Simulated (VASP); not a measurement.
# Pt (Fm-3m) in VASP: single point with PBEsol

Aim: the single point of Pt with PBEsol.

All numbers are computed with VASP 6.6.1; they aren't measurements. Logs are shortened: lines on timing, memory, paths and dates and some standing lists are left out, and cuts for length are marked.

## 1. The cell of the first run

Symmetry: Fm-3m, No. 225, cubic system. The conventional cell has a = 3.918 Å, b = 3.918 Å, c = 3.918 Å, α = 90.00°, β = 90.00°, γ = 90.00°. Within 3.7 Å of Pt (site symmetry m-3m) lie 12 Pt at 2.77 Å.

## 2. Single point, PBEsol

Input file INCAR:

```
SYSTEM = Pt
ALGO = Normal
EDIFF = 1E-6
ENCUT = 500
GGA = PS
GGA_COMPAT = .False.
ISIF = 2
ISMEAR = 0
LASPH = .True.
LCHARG = .False.
LREAL = .False.
LWAVE = .False.
NBANDS = 11
NELM = 120
PREC = Accurate
SIGMA = 0.1
```

Input file KPOINTS:

```
k-points
0
Gamma
  18 18 18
  0 0 0
```

Input file POSCAR:

```
Pt
1.0
    0.0000000000      1.9589650842      1.9589650842
    1.9589650842      0.0000000000      1.9589650842
    1.9589650842      1.9589650842      0.0000000000
Pt
1
Direct
    0.0000000000      0.0000000000      0.0000000000
```

Potentials or basis: VASP PAW PBE potentials, release 64 (Pt).

Command:

```sh
$ cat potpaw_PBE.64/Pt/POTCAR > POTCAR
$ mpirun -np 1 vasp_std > vasp.out
```

OUTCAR:

```text
SYSTEM = Pt
   EDIFF = 1E-6
   ENCUT = 500
   GGA = PS
   ISIF = 2
   ISMEAR = 0
   LASPH = .True.
   LREAL = .False.
   NELM = 120
   PREC = Accurate

 ion  position               nearest neighbor table
   1  0.000  0.000  0.000-

  LATTYP: Found a face centered cubic cell.
 ALAT       =     3.9179301684

  Lattice vectors:

 A1 = (   0.0000000000,   1.9589650842,   1.9589650842)
 A2 = (   1.9589650842,   0.0000000000,   1.9589650842)
 A3 = (   1.9589650842,   1.9589650842,   0.0000000000)

Analysis of symmetry for initial positions (statically):
=====================================================================
 Subroutine PRICEL returns:
 Original cell was already a primitive cell.

 Routine SETGRP: Setting up the symmetry group for a
 face centered cubic supercell.

 Subroutine GETGRP returns: Found 48 space group operations
 (whereof 48 operations were pure point group operations)
 out of a pool of 48 trial point group operations.

The static configuration has the point symmetry O_h .

Analysis of symmetry for dynamics (positions and initial velocities):
=====================================================================
 Subroutine PRICEL returns:
 Original cell was already a primitive cell.

 Routine SETGRP: Setting up the symmetry group for a
 face centered cubic supercell.

 Subroutine GETGRP returns: Found 48 space group operations
 (whereof 48 operations were pure point group operations)
 out of a pool of 48 trial point group operations.

The dynamic configuration has the point symmetry O_h .

 Subroutine INISYM returns: Found 48 space group operations
 (whereof 48 operations are pure point group operations),
 and found     1 'primitive' translations

----------------------------------------------------------------------------------------

                                     Primitive cell

  volume of cell :      15.0352

  direct lattice vectors                    reciprocal lattice vectors
     0.000000000  1.958965084  1.958965084    -0.255236811  0.255236811  0.255236811
     1.958965084  0.000000000  1.958965084     0.255236811 -0.255236811  0.255236811
     1.958965084  1.958965084  0.000000000     0.255236811  0.255236811 -0.255236811

  length of vectors
     2.770394990  2.770394990  2.770394990     0.442083124  0.442083124  0.442083124

  position of ions in fractional coordinates (direct lattice)
     0.000000000  0.000000000  0.000000000

  ion indices of the primitive-cell ions
   primitive index   ion index
                 1           1

----------------------------------------------------------------------------------------

 KPOINTS: k-points

Automatic generation of k-mesh.
 Grid dimensions read from file:
 generate k-points for:   18   18   18

 Generating k-lattice:

  Cartesian coordinates                     Fractional coordinates (reciprocal lattice)
    -0.014179823  0.014179823  0.014179823     0.055555556  0.000000000  0.000000000
     0.014179823 -0.014179823  0.014179823     0.000000000  0.055555556  0.000000000
     0.014179823  0.014179823 -0.014179823     0.000000000  0.000000000  0.055555556

  Length of vectors
     0.024560174  0.024560174  0.024560174

  Shift w.r.t. Gamma in fractional coordinates (k-lattice)
     0.000000000  0.000000000  0.000000000

 Subroutine IBZKPT returns following result:
 ===========================================

 Found    195 irreducible k-points:

 Following reciprocal coordinates:
            Coordinates               Weight
  0.000000  0.000000  0.000000      1.000000
  0.055556  0.000000  0.000000      8.000000
  0.111111  0.000000  0.000000      8.000000
  0.166667  0.000000  0.000000      8.000000
  0.222222  0.000000  0.000000      8.000000
  0.277778  0.000000  0.000000      8.000000
[... 16 lines left out ...]
 -0.277778  0.055556  0.000000     24.000000
 -0.222222  0.055556  0.000000     24.000000
 [... further k-points ...]
   k-points           NKPTS =    195   k-points in BZ     NKDIM =    195   number of bands    NBANDS=     11
   number of dos      NEDOS =    301   number of ions     NIONS =      1
   total plane-waves  NPLWV =   8000
   dimension x,y,z NGX =    20 NGY =   20 NGZ =   20
   dimension x,y,z NGXF=    40 NGYF=   40 NGZF=   40
   ions per type =               1
   NGX,Y,Z   is equivalent  to a cutoff of  12.00, 12.00, 12.00 a.u.
   NGXF,Y,Z  is equivalent  to a cutoff of  24.00, 24.00, 24.00 a.u.
 SYSTEM =  Pt
   PREC   = accura    normal or accurate (medium, high low for compatibility)
   ISTART =      0    job   : 0-new  1-cont  2-samecut
   ICHARG =      2    charge: 1-file 2-atom 10-const
   ISPIN  =      1    spin polarized calculation?
   LNONCOLLINEAR =      F non collinear calculations
   LSORBIT =      F    spin-orbit coupling
   LASPH  =      T    aspherical Exc in radial PAW
   ENCUT  =  500.0 eV  36.75 Ry    6.06 a.u.   5.05  5.05  5.05*2*pi/ulx,y,z
   NELM   =    120;   NELMIN=  2; NELMDL= -5     # of ELM steps
   EDIFF  = 0.1E-05   stopping-criterion for ELM
   LREAL  =      F    real-space projection
   EDIFFG = 0.1E-04   stopping-criterion for IOM
   NSW    =      0    number of steps for IOM
   IBRION =     -1    ionic relax: 0-MD 1-quasi-New 2-CG
   NFREE  =      0    steps in history (QN), initial steepest desc. (CG)
   ISIF   =      2    stress and relaxation
   ISYM   =      2    0-nonsym 1-usesym 2-fastsym
   POTIM  = 0.5000    time-step for ionic-motion
   TEBEG  =    0.0;   TEEND  =   0.0 temperature during run
   PSTRESS=    0.0 pullay stress
   NELECT =      10.0000    total number of electrons
   NUPDOWN=      -1.0000    fix difference up-down
   EMIN   =  10.00;   EMAX   =-10.00  energy-range for DOS
   EFERMI =   0.00;   METHOD = LEGACY
   ISMEAR =     0;   SIGMA  =   0.10  broadening in eV -4-tet -1-fermi 0-gaus
   EFERMI_NEDOS =   21; number of points for ismear=-14 and -15
   IALGO  =     38    algorithm
   IMIX   =      4    mixing-type and parameters
     AMIX     =   0.40;   BMIX     =  1.00
     AMIX_MAG =   1.60;   BMIX_MAG =  1.00
  volume/ion in A,a.u.               =      15.04       101.46
  Fermi-wavevector in a.u.,A,eV,Ry     =   1.429019  2.700455 27.784410  2.042097
  Thomas-Fermi vector in A             =   2.549018
   LORBIT       =      0    0 simple, 1 ext, 2 COOP (PROOUT), +10 PAW based schemes
   GGA     = PS    functional components
   LHFCALC =     F    Hartree Fock is set to
   AEXX    =    0.0000 exact exchange contribution
   IVDW    =     0    specifies the selected vdW correction
   LEPSILON=     F    determine dielectric tensor
   LRPA    =     F    only Hartree local field effects (RPA)
 non-spin polarized calculation
 Gauss-broadening in eV      SIGMA  =   0.10
  energy-cutoff  :      500.00
  volume of cell :       15.04
 maximum number of plane-waves:       392
   NGX = 11   NGY = 11   NGZ = 11

 number of electron      10.0000001 magnetization

 Free energy of the ion-electron system (eV)
  ---------------------------------------------------
  ext. energy  EPLUGINS =         0.00000000
  ---------------------------------------------------
  free energy    TOTEN  =        -6.96545809 eV

  energy without entropy =       -6.95481793  energy(sigma->0) =       -6.96013801

 E-fermi :  11.1567     XC(G=0): -13.6465

 val. band max:       11.1561701251   @ k =  -0.3333   0.3889   0.1111
 cond. band min:      11.1678232821   @ k =   0.3889   0.2222   0.0000
 fundamental gap:      0.0116531570
 Fermi energy:        11.1566734408

 k-point     1 :       0.0000    0.0000    0.0000
  band No.  band energies     occupation
      1       0.8245      2.00000
      2       7.3294      2.00000
      3       7.3294      2.00000
      4       7.3294      2.00000
      5       9.5185      2.00000
      6       9.5185      2.00000
      7      25.7711      0.00000
      8      30.7453      0.00000
      9      30.7453      0.00000
     10      30.7453      0.00000
     11      36.0554      0.00000

 k-point     2 :       0.0556    0.0000    0.0000
  band No.  band energies     occupation
      1       0.9495      2.00000
      2       7.2726      2.00000
      3       7.3797      2.00000
      4       7.3797      2.00000
      5       9.4899      2.00000
      6       9.4899      2.00000
      7      25.9674      0.00000
      8      30.0710      0.00000
      9      30.9381      0.00000
     10      30.9381      0.00000
     11      36.8019      0.00000

 k-point     3 :       0.1111    0.0000    0.0000
  band No.  band energies     occupation
      1       1.3131      2.00000
      2       7.1263      2.00000
      3       7.5113      2.00000
      4       7.5113      2.00000
      5       9.4283      2.00000
      6       9.4283      2.00000
      7      26.5024      0.00000
      8      28.6618      0.00000
      9      31.4983      0.00000
     10      31.4983      0.00000
     11      37.6429      0.00000

 k-point     4 :       0.1667    0.0000    0.0000
  band No.  band energies     occupation
      1       1.8760      2.00000
      2       6.9620      2.00000
      3       7.6599      2.00000
      4       7.6599      2.00000
      5       9.4107      2.00000
      6       9.4107      2.00000
      7      27.0353      0.00000
      8      27.2037      0.00000
      9      32.3688      0.00000
     10      32.3688      0.00000
     11      36.0882      0.00000
[... 239 lines left out ...]
 k-point    22 :      -0.3333    0.0556    0.0000
  band No.  band energies     occupation
      1       3.7492      2.00000
      2       7.4317      2.00000
      3       7.5466      2.00000
      4       7.9369      2.00000
      5      10.2063      2.00000
      6      10.9532      1.99599
      7      20.8036      0.00000
      8      26.4458      0.00000
      9      30.7821      0.00000
     10      32.7580      0.00000
     11      35.9525      0.00000

 k-point    23 :      -0.2778    0.0556    0.0000
  band No.  band energies     occupation
      1       3.4460      2.00000
      2       7.1439      2.00000
      3       7.6157      2.00000
      4       7.6926      2.00000
      5       9.7082      2.00000
      6      10.4467      2.00000
      7      22.8748      0.00000
      8      27.1714      0.00000
      9      31.7100      0.00000
     10      34.3399      0.00000
     11      34.5759      0.00000

 k-point    24 :      -0.2222    0.0556    0.0000
  band No.  band energies     occupation
      1       2.8801      2.00000
      2       6.8254      2.00000
      3       7.7262      2.00000
      4       7.7952      2.00000
      5       9.3169      2.00000
      6      10.0041      2.00000
      7      24.8135      0.00000
      8      27.6916      0.00000
      9      32.2142      0.00000
     10      33.6245      0.00000
     11      34.8826      0.00000

 [... further k-points ...]

------------------------ aborting loop because EDIFF is reached ----------------------------------------

  FORCE on cell =-STRESS in cart. coord.  units (eV):
  Direction    XX          YY          ZZ          XY          YZ          ZX
  --------------------------------------------------------------------------------------
  -------------------------------------------------------------------------------------
  Total       -0.0362137     -0.0362137     -0.0362137      0.0000000     -0.0000000      0.0000000
  in kB       -3.8589929     -3.8589929     -3.8589929      0.0000000     -0.0000000      0.0000000
  external PRESSURE =      -3.8589929 kB  Pullay stress =       0.0000000 kB

 VOLUME and BASIS-vectors are now :
 -----------------------------------------------------------------------------
  energy-cutoff  :      500.00
  volume of cell :       15.04
      direct lattice vectors                 reciprocal lattice vectors
     0.000000000  1.958965084  1.958965084    -0.255236811  0.255236811  0.255236811
     1.958965084  0.000000000  1.958965084     0.255236811 -0.255236811  0.255236811
     1.958965084  1.958965084  0.000000000     0.255236811  0.255236811 -0.255236811

 POSITION                                       TOTAL-FORCE (eV/Angst)
 -----------------------------------------------------------------------------------
      0.00000      0.00000      0.00000         0.000000      0.000000      0.000000
 -----------------------------------------------------------------------------------
    total drift:                                0.000000      0.000000      0.000000

  FREE ENERGIE OF THE ION-ELECTRON SYSTEM (eV)
  ---------------------------------------------------
  free  energy   TOTEN  =        -6.9654580896 eV

  energy  without entropy=       -6.9548179286  energy(sigma->0) =       -6.96013801
```

It took 32 s on 1 thread of Intel Xeon 8259CL, shared host; peak memory 0.15 GiB.

Results:

```
Free energy            : -6.9655 eV
Pressure               : -0.4 GPa
Band gap on the k mesh : zero (bands 5 and 6 overlap by 2.24 eV)
```

Caveat: the PAW data sets were made with another functional, which shifts forces and pressure a little; spin-orbit coupling is left out, which moves the levels of the heavy elements.
